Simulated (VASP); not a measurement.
# Zr16N15 (a cell with a defect) in VASP: single point with PBE

Aim: the single point of Zr16N15 (a cell with a defect) with PBE.

Program: VASP 6.6.1. These are calculated values, not measurements. Logs are shortened: lines on timing, memory, paths and dates and some standing lists are left out, and cuts for length are marked.

### Step 1. The cell of the first run

The cell holds a defect, 31 atoms: a = 7.958 Å, b = 7.958 Å, c = 7.958 Å, α = 109.47°, β = 109.47°, γ = 109.47°.

### Step 2. Single point, PBE (atoms taken out, then relaxed in part)

The input, INCAR:

```
PREC     = Accurate       # precision mode
ENCUT    = 520            # plane-wave cutoff, eV
EDIFF    = 1E-6           # SCF threshold, eV
ISMEAR   = 0              # smearing method
SIGMA    = 0.1            # smearing width, eV
LREAL    = Auto         
LASPH    = T              # aspherical terms in the spheres
NELM     = 100            # most SCF steps
ALGO     = Fast           # electronic algorithm
ISIF     = 2              # what is computed and relaxed
LWAVE    = F              # write WAVECAR
LCHARG   = F              # write CHGCAR
GGA      = PE             # functional
NBANDS   = 154            # bands
```

The input, KPOINTS:

```
Automatic mesh
0
Gamma
  4 4 4
```

The input, POSCAR:

```
Zr16N15
1.0
    4.5946517602     -4.5946517602     -4.5946517602
   -4.5946517602     -4.5946517602      4.5946517602
   -4.5946517602      4.5946517602     -4.5946517602
Zr N
16 15
Direct
    0.2500000000      0.7448884539     -0.0110526323
    0.2500000000      0.9889473677      0.7448884539
    0.2500000000      0.2610526323      0.5051115461
   -0.0024183813      0.7523990187      0.2451826000
    0.2500000000      0.5051115461      0.2610526323
    1.0123406569      1.0061703285      1.0061703285
   -0.0024183813      0.2451826000      0.7523990187
    0.7500000000      0.7519567021      0.4980432979
   -0.0486148046      0.4756925977      0.4756925977
    0.7500000000      0.9980432979      0.2519567021
    0.7500000000      0.2519567021     -0.0019567021
    0.5486148046      0.7743074023      0.7743074023
    0.7500000000      0.4980432979      0.7519567021
    0.5024183813      1.0048174000      0.4976009813
    0.4876593431      0.2438296715      0.2438296715
    0.5024183813      0.4976009813      0.0048174000
    0.2500000000      0.6250000000      0.6250000000
    0.2500000000     -0.0005265161      0.2505265161
   -0.0000705465      0.4999647267     -0.0000352733
    0.2500000000      0.2505265161     -0.0005265161
   -0.0055231729      0.7490989453      0.7490989453
   -0.0000705465     -0.0000352733      0.4999647267
    0.7369256596      0.4971944014      0.2397312582
   -0.0055231729      0.2453778818      0.2453778818
    0.7630743404      0.7528055986      0.0102687418
    0.7630743404      0.0102687418      0.7528055986
    0.5055231729      0.5009010547      0.5009010547
    0.7369256596      0.2397312582      0.4971944014
    0.5000705465      0.7500352733      0.2500352733
    0.5055231729      0.0046221182      0.0046221182
    0.5000705465      0.2500352733      0.7500352733
```

Potentials or basis: VASP PAW PBE potentials, release 64 (Zr_sv, N).

On the command line:

```console
> cat potpaw_PBE.64/Zr_sv/POTCAR potpaw_PBE.64/N/POTCAR > POTCAR
> mpirun -np 1 vasp_std > vasp.out
```

OUTCAR:

```text
PREC = Accurate
   ENCUT = 520
   EDIFF = 1E-6
   ISMEAR = 0
   LREAL = Auto
   LASPH = T
   NELM = 100
   ISIF = 2
   GGA = PE

 ion  position               nearest neighbor table
   1  0.250  0.745  0.989-  30 2.30  21 2.30  19 2.33  29 2.33  18 2.37  17 2.73   2 3.17  15 3.24
                             6 3.24   7 3.25  16 3.25  10 3.25  13 3.25   4 3.31  14 3.31   5 3.33
   2  0.250  0.989  0.745-  21 2.30  30 2.30  22 2.33  31 2.33  20 2.37  17 2.73   1 3.17  15 3.24
                             6 3.24   4 3.25  14 3.25  11 3.25   8 3.25   7 3.31  16 3.31   3 3.33
   3  0.250  0.261  0.505-  24 2.30  27 2.30  31 2.33  22 2.33  18 2.37  17 2.73   5 3.17   6 3.24
                            15 3.24   7 3.25  16 3.25  13 3.25  10 3.25  14 3.31   4 3.31   2 3.33
   4  0.998  0.752  0.245-  25 2.16  18 2.27  22 2.30  19 2.30  23 2.35   6 3.20  13 3.21  10 3.21
                            16 3.22   5 3.25   2 3.25  11 3.25   8 3.25  14 3.28   1 3.31   3 3.31
   5  0.250  0.505  0.261-  24 2.30  27 2.30  29 2.33  19 2.33  20 2.37  17 2.73   3 3.17   6 3.24
                            15 3.24   4 3.25  14 3.25   8 3.25  11 3.25  16 3.31   7 3.31   1 3.33
   6  0.012  0.006  0.006-  20 2.25  18 2.25  24 2.28  21 2.28  25 2.33  26 2.33  12 3.01  15 3.09
                             4 3.20   7 3.20   5 3.24   3 3.24   1 3.24   2 3.24  10 3.30  11 3.30
   7  0.998  0.245  0.752-  26 2.16  20 2.27  19 2.30  22 2.30  28 2.35   6 3.20   8 3.21  11 3.21
                            14 3.22   3 3.25   1 3.25  10 3.25  13 3.25  16 3.28   2 3.31   5 3.31
   8  0.750  0.752  0.498-  29 2.28  22 2.28  27 2.29  21 2.29  23 2.30  26 2.30   9 3.12  12 3.12
                            10 3.20   7 3.21  16 3.21   2 3.25   5 3.25  14 3.25   4 3.25  13 3.30
   9  0.951  0.476  0.476-  17 1.94  23 2.18  28 2.18  24 2.33  21 2.33  15 3.01  10 3.12  11 3.12
[... 16 lines left out ...]
  18  0.250  0.999  0.251-  15 2.25   6 2.25   4 2.27  14 2.27   1 2.37   3 2.37
  19  1.000  0.500  1.000-  13 2.28  11 2.28   7 2.30   4 2.30   1 2.33   5 2.33
  20  0.250  0.251  0.999-   6 2.25  15 2.25   7 2.27  16 2.27   2 2.37   5 2.37
  21  0.994  0.749  0.749-   6 2.28   8 2.29  13 2.29   2 2.30   1 2.30   9 2.33
  22  1.000  1.000  0.500-  10 2.28   8 2.28   4 2.30   7 2.30   2 2.33   3 2.33
  23  0.737  0.497  0.240-  16 2.16   9 2.18   8 2.30  11 2.30  15 2.33   4 2.35
  24  0.994  0.245  0.245-   6 2.28  10 2.29  11 2.29   5 2.30   3 2.30   9 2.33
  25  0.763  0.753  0.010-   4 2.16  12 2.18  13 2.30  10 2.30   6 2.33  16 2.35
  26  0.763  0.010  0.753-   7 2.16  12 2.18   8 2.30  11 2.30   6 2.33  14 2.35
  27  0.506  0.501  0.501-  15 2.28  13 2.29   8 2.29   5 2.30   3 2.30  12 2.33
  28  0.737  0.240  0.497-  14 2.16   9 2.18  13 2.30  10 2.30  15 2.33   7 2.35
  29  0.500  0.750  0.250-   8 2.28  10 2.28  14 2.30  16 2.30   5 2.33   1 2.33
  30  0.506  0.005  0.005-  15 2.28  11 2.29  10 2.29   1 2.30   2 2.30  12 2.33
  31  0.500  0.250  0.750-  11 2.28  13 2.28  16 2.30  14 2.30   3 2.33   2 2.33

  LATTYP: Found a body centered cubic cell.
 ALAT       =     9.1893035204

  Lattice vectors:

 A1 = (   4.5946517602,  -4.5946517602,  -4.5946517602)
 A2 = (  -4.5946517602,  -4.5946517602,   4.5946517602)
 A3 = (  -4.5946517602,   4.5946517602,  -4.5946517602)

Analysis of symmetry for initial positions (statically):
=====================================================================
 Subroutine PRICEL returns:
 Original cell was already a primitive cell.

 Routine SETGRP: Setting up the symmetry group for a
 body centered cubic supercell.

 Subroutine GETGRP returns: Found  8 space group operations
 (whereof  4 operations were pure point group operations)
 out of a pool of 48 trial point group operations.

The static configuration has the point symmetry C_2v.
 The point group associated with its full space group is D_2h.

Analysis of symmetry for dynamics (positions and initial velocities):
=====================================================================
 Subroutine PRICEL returns:
 Original cell was already a primitive cell.

 Routine SETGRP: Setting up the symmetry group for a
 body centered cubic supercell.

 Subroutine GETGRP returns: Found  8 space group operations
 (whereof  4 operations were pure point group operations)
 out of a pool of 48 trial point group operations.

The dynamic configuration has the point symmetry C_2v.
 The point group associated with its full space group is D_2h.

 Subroutine INISYM returns: Found  8 space group operations
 (whereof  4 operations are pure point group operations),
 and found     1 'primitive' translations

----------------------------------------------------------------------------------------

                                     Primitive cell

  volume of cell :     387.9876

  direct lattice vectors                    reciprocal lattice vectors
[... 87 lines left out ...]
    -0.027205544  0.000000000 -0.027205544     0.000000000  0.000000000  0.250000000

  Length of vectors
     0.038474449  0.038474449  0.038474449

  Shift w.r.t. Gamma in fractional coordinates (k-lattice)
     0.000000000  0.000000000  0.000000000

 Subroutine IBZKPT returns following result:
 ===========================================

 Found     18 irreducible k-points:

 Following reciprocal coordinates:
            Coordinates               Weight
  0.000000  0.000000  0.000000      1.000000
  0.250000  0.000000  0.000000      2.000000
  0.000000  0.250000  0.000000      8.000000
  0.000000  0.250000 -0.250000      2.000000
  0.500000  0.000000  0.000000      1.000000
  0.000000  0.500000  0.000000      4.000000
[... 10 lines left out ...]
  0.500000  0.250000 -0.250000      2.000000
  0.500000  0.500000  0.500000      1.000000
   k-points           NKPTS =     18   k-points in BZ     NKDIM =     18   number of bands    NBANDS=    154
   number of dos      NEDOS =    301   number of ions     NIONS =     31
   total plane-waves  NPLWV = 216000
   dimension x,y,z NGX =    60 NGY =   60 NGZ =   60
   dimension x,y,z NGXF=   120 NGYF=  120 NGZF=  120
   ions per type =              16  15
   NGX,Y,Z   is equivalent  to a cutoff of  12.53, 12.53, 12.53 a.u.
   NGXF,Y,Z  is equivalent  to a cutoff of  25.07, 25.07, 25.07 a.u.
 SYSTEM =  unknown system
   PREC   = accura    normal or accurate (medium, high low for compatibility)
   ISTART =      0    job   : 0-new  1-cont  2-samecut
   ICHARG =      2    charge: 1-file 2-atom 10-const
   ISPIN  =      1    spin polarized calculation?
   LNONCOLLINEAR =      F non collinear calculations
   LSORBIT =      F    spin-orbit coupling
   LASPH  =      T    aspherical Exc in radial PAW
   ENCUT  =  520.0 eV  38.22 Ry    6.18 a.u.  14.80 14.80 14.80*2*pi/ulx,y,z
   NELM   =    100;   NELMIN=  2; NELMDL= -5     # of ELM steps
   EDIFF  = 0.1E-05   stopping-criterion for ELM
   LREAL  =      T    real-space projection
   EDIFFG = 0.1E-04   stopping-criterion for IOM
   NSW    =      0    number of steps for IOM
   IBRION =     -1    ionic relax: 0-MD 1-quasi-New 2-CG
   NFREE  =      0    steps in history (QN), initial steepest desc. (CG)
   ISIF   =      2    stress and relaxation
   ISYM   =      2    0-nonsym 1-usesym 2-fastsym
   POTIM  = 0.5000    time-step for ionic-motion
   TEBEG  =    0.0;   TEEND  =   0.0 temperature during run
   PSTRESS=    0.0 pullay stress
   NELECT =     267.0000    total number of electrons
   NUPDOWN=      -1.0000    fix difference up-down
   EMIN   =  10.00;   EMAX   =-10.00  energy-range for DOS
   EFERMI =   0.00;   METHOD = LEGACY
   ISMEAR =     0;   SIGMA  =   0.10  broadening in eV -4-tet -1-fermi 0-gaus
   EFERMI_NEDOS =   21; number of points for ismear=-14 and -15
   IALGO  =     68    algorithm
   IMIX   =      4    mixing-type and parameters
     AMIX     =   0.40;   BMIX     =  1.00
     AMIX_MAG =   1.60;   BMIX_MAG =  1.00
  volume/ion in A,a.u.               =      12.52        84.46
  Fermi-wavevector in a.u.,A,eV,Ry     =   1.445349  2.731313 28.423020  2.089033
  Thomas-Fermi vector in A             =   2.563541
   LORBIT       =      0    0 simple, 1 ext, 2 COOP (PROOUT), +10 PAW based schemes
   GGA     = PE    functional components
   LHFCALC =     F    Hartree Fock is set to
   AEXX    =    0.0000 exact exchange contribution
   IVDW    =     0    specifies the selected vdW correction
   LEPSILON=     F    determine dielectric tensor
   LRPA    =     F    only Hartree local field effects (RPA)
 non-spin polarized calculation
 RMM-DIIS sequential band-by-band and
 Gauss-broadening in eV      SIGMA  =   0.10
  energy-cutoff  :      520.00
  volume of cell :      387.99
 maximum number of plane-waves:     10476
   NGX = 29   NGY = 29   NGZ = 29

 number of electron     267.0000008 magnetization

 Free energy of the ion-electron system (eV)
  ---------------------------------------------------
  ext. energy  EPLUGINS =         0.00000000
  ---------------------------------------------------
  free energy    TOTEN  =      -310.66517345 eV

  energy without entropy =     -310.59811783  energy(sigma->0) =     -310.63164564

 E-fermi :  11.4920     XC(G=0): -12.3600

 val. band max:       11.4810536836   @ k =   0.5000   0.5000   0.5000
 cond. band min:      11.4995642580   @ k =   0.0000   0.2500   0.2500
 fundamental gap:      0.0185105743
 Fermi energy:        11.4919882591

 k-point     1 :       0.0000    0.0000    0.0000
  band No.  band energies     occupation
      1     -37.9700      2.00000
      2     -37.8799      2.00000
      3     -37.8797      2.00000
      4     -37.8760      2.00000
      5     -37.8672      2.00000
      6     -37.8636      2.00000
[... 2653 lines left out ...]
    144      13.4026      0.00000
    145      13.4580      0.00000
 [bands above 145 left out]

------------------------ aborting loop because EDIFF is reached ----------------------------------------

  FORCE on cell =-STRESS in cart. coord.  units (eV):
  Direction    XX          YY          ZZ          XY          YZ          ZX
  --------------------------------------------------------------------------------------
  -------------------------------------------------------------------------------------
  Total       -2.4789683     18.2744162     18.2744162      0.0000000      6.3284086      0.0000000
  in kB      -10.2367891     75.4633880     75.4633880      0.0000000     26.1328816      0.0000000
  external PRESSURE =      46.8966623 kB  Pullay stress =       0.0000000 kB

 VOLUME and BASIS-vectors are now :
 -----------------------------------------------------------------------------
  energy-cutoff  :      520.00
  volume of cell :      387.99
      direct lattice vectors                 reciprocal lattice vectors
     4.594651760 -4.594651760 -4.594651760     0.000000000 -0.108822175 -0.108822175
    -4.594651760 -4.594651760  4.594651760    -0.108822175 -0.108822175  0.000000000
    -4.594651760  4.594651760 -4.594651760    -0.108822175  0.000000000 -0.108822175

 POSITION                                       TOTAL-FORCE (eV/Angst)
 -----------------------------------------------------------------------------------
     -6.81771     -0.02730     -2.27003         0.004744      0.003722     -0.003722
     -6.81771     -2.27003     -0.02730         0.004744     -0.003722      0.003722
     -2.37159     -0.02730     -2.27003        -0.004744      0.003722     -0.003722
      0.00000     -6.91402     -2.25306         0.000000      0.009523     -0.006998
     -2.37159     -2.27003     -0.02730        -0.004744     -0.003722      0.003722
     -0.00000     -0.05670     -0.05670         0.000000     -0.007258     -0.007258
[... 23 lines left out ...]
      2.28023     -2.32270     -2.32270        -0.000882     -0.004493     -0.004493
     -2.29733     -0.00032     -4.59498        -0.000000     -0.001351     -0.001351
 -----------------------------------------------------------------------------------
    total drift:                                0.000000     -0.000000     -0.000000

  FREE ENERGIE OF THE ION-ELECTRON SYSTEM (eV)
  ---------------------------------------------------
  free  energy   TOTEN  =      -310.6651734470 eV

  energy  without entropy=     -310.5981178337  energy(sigma->0) =     -310.63164564
```

Run time: 65 min. Hardware: 1 thread of AMD EPYC 9755, shared host; peak memory 0.87 GiB.

Results:

| Item | Value |
| --- | --- |
| Free energy | -310.6652 eV |
| Pressure | 4.7 GPa |
| Largest force | 0.032 eV/Å |
| Band gap on the k mesh | zero (an odd number of electrons rules out a gap without spin polarisation) |

Forces in eV/Å, atoms in the order of the input:
```
Zr   0.005  0.004 -0.004
Zr   0.005 -0.004  0.004
Zr  -0.005  0.004 -0.004
Zr   0.000  0.010 -0.007
Zr  -0.005 -0.004  0.004
Zr   0.000 -0.007 -0.007
Zr   0.000 -0.007  0.010
Zr   0.000  0.000  0.000
Zr   0.000  0.023  0.023
Zr   0.000  0.000  0.000
Zr   0.000  0.000  0.000
Zr   0.000 -0.023 -0.023
Zr   0.000  0.000  0.000
Zr   0.000  0.007 -0.010
Zr   0.000  0.007  0.007
Zr   0.000 -0.010  0.007
N    0.000  0.000  0.000
N    0.000 -0.004  0.004
N    0.000  0.001  0.001
N    0.000  0.004 -0.004
N   -0.001  0.004  0.004
N    0.000  0.001  0.001
N    0.000 -0.005  0.000
N    0.001  0.004  0.004
N    0.000  0.005  0.000
N    0.000  0.000  0.005
N    0.001 -0.004 -0.004
N    0.000  0.000 -0.005
N    0.000 -0.001 -0.001
N   -0.001 -0.004 -0.004
N    0.000 -0.001 -0.001
```

Caveat: the cell differs from its parent crystal (atoms taken out, then relaxed in part).
